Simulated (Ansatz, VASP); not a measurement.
Al2Cu in VASP and in Ansatz

The input INCAR:

```
  PREC = Accurate
  ENCUT = 520
  EDIFF = 1E-6
  ISMEAR = 0
  SIGMA = 0.15
  LREAL = False
  LASPH = True
  NELM = 60
  ALGO = Fast
  ISIF = 2
  LWAVE = False
  LCHARG = True
  GGA = PS
  LELF = True
  LVHAR = True
  NBANDS = 26
```

Contents of KPOINTS:

```
Automatic mesh
0
Gamma
  10 10 10
```

File POSCAR:

```
Al2Cu
1.0
   -3.0264500000      3.0264500000      2.3655500000
    3.0264500000     -3.0264500000      2.3655500000
    3.0264500000      3.0264500000     -2.3655500000
Al Cu
4 2
Direct
    0.1593210787      0.6593210787      0.8186421574
    0.6593210787      0.8406789213      0.5000000000
    0.8406789213      0.3406789213      0.1813578426
    0.3406789213      0.1593210787      0.5000000000
    0.7500000000      0.7500000000      0.0000000000
    0.2500000000      0.2500000000      0.0000000000
```

Input for Ansatz:

```yaml
crystal:
  lattice:
    - [-3.02645, 3.02645, 2.36555]
    - [3.02645, -3.02645, 2.36555]
    - [3.02645, 3.02645, -2.36555]
  atoms:
    - { symbol: Al, position: [0.1593210787, 0.6593210787, 0.8186421574] }
    - { symbol: Al, position: [0.6593210787, 0.8406789213, 0.5] }
    - { symbol: Al, position: [0.8406789213, 0.3406789213, 0.1813578426] }
    - { symbol: Al, position: [0.3406789213, 0.1593210787, 0.5] }
    - { symbol: Cu, position: [0.75, 0.75, 0.0] }
    - { symbol: Cu, position: [0.25, 0.25, 0.0] }
basis:
  ecutwfc: 520.0
kpoints:
  mp_grid: { grid: [10, 10, 10] }
hamiltonian:
  xc: pbesol
  pseudopotentials: { kind: paw, azcp: { folder: soft_1 } }
scf:
  occupations: { method: gaussian, width: 0.15 }
output:
  forces: true
  stress: true
  eigenvalues: true
  write_density: true
  write_potential: true
  elf: true
  volumetric_format: npy
```

Alike in both runs: task single point; functional PBEsol; k mesh 10 × 10 × 10; occupations gaussian, width 0.15 eV; no spin polarisation.

|  | VASP | Ansatz |
| --- | --- | --- |
| version | VASP 6.6.1 | Ansatz 0.2.0 |
| potentials or method | VASP PAW PBE potentials, release 64 (Al, Cu), cutoff 520 eV | scalar-relativistic, plane waves, PAW |
| valence electrons in the cell | 34 | 50 |

```csv
,VASP,Ansatz,Ansatz less VASP
gap on the k mesh at the Fermi level (eV),none,none,-
pressure (GPa),0.3,0.1,-0.18
"traceless stress, the component that is largest in VASP (GPa)",2.95,2.92,-0.030
rms of the force components (eV/Å),0.042,0.041,-0.0013
```

VASP's potentials were made for PBE, not for PBEsol, and Ansatz warns of the same on its side. Atom by atom the forces differ by 0.001 eV/Å (rms over components). A gap of «none» marks a metal or a gap that the smearing closes. VASP's potentials hold 34 valence electrons a cell and Ansatz's 50, so a difference there can come from the potentials and not from the codes.
